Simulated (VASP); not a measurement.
The system is Cd2S.

```xyz
3
Lattice="4.0148 0.0000 0.0000 -2.0074 3.4769 0.0000 0.0000 0.0000 5.8856" Properties=species:S:1:pos:R:3 pbc="T T T"
Cd    0.0000    2.3180    5.4896
Cd    2.0074    1.1590    3.4062
S     0.0000    2.3180    2.1524
```

Base run:

- Program: VASP 6.6.1
- Functional: LDA
- Potentials or basis: VASP PAW LDA potentials, release 64 (Cd, S)
- Cutoff: 520 eV
- k mesh: 7 × 7 × 4
- Occupations: fermi-dirac, width 0.05 eV
- Spin: no spin polarisation

Its results: band gap on the k mesh 0.45 eV (least direct gap 0.74 eV); pressure -5.9 GPa; largest force 0.265 eV/Å.

Task: The run is repeated on the same cell with these changes: functional from LDA to PBEsol; potentials or basis from VASP PAW LDA potentials, release 64 (Cd, S) to VASP PAW PBE potentials, release 64 (Cd, S). What comes out?

Result: Band gap on the k mesh 0.48 eV (least direct gap 0.75 eV); pressure -4.2 GPa; largest force 0.238 eV/Å.

Caveats: the cell stands under tension; semilocal functionals underestimate gaps, and a narrow one can read as zero; the PAW data sets were made with another functional, which shifts forces and pressure a little (at least some runs).

A k mesh can miss the band edges.
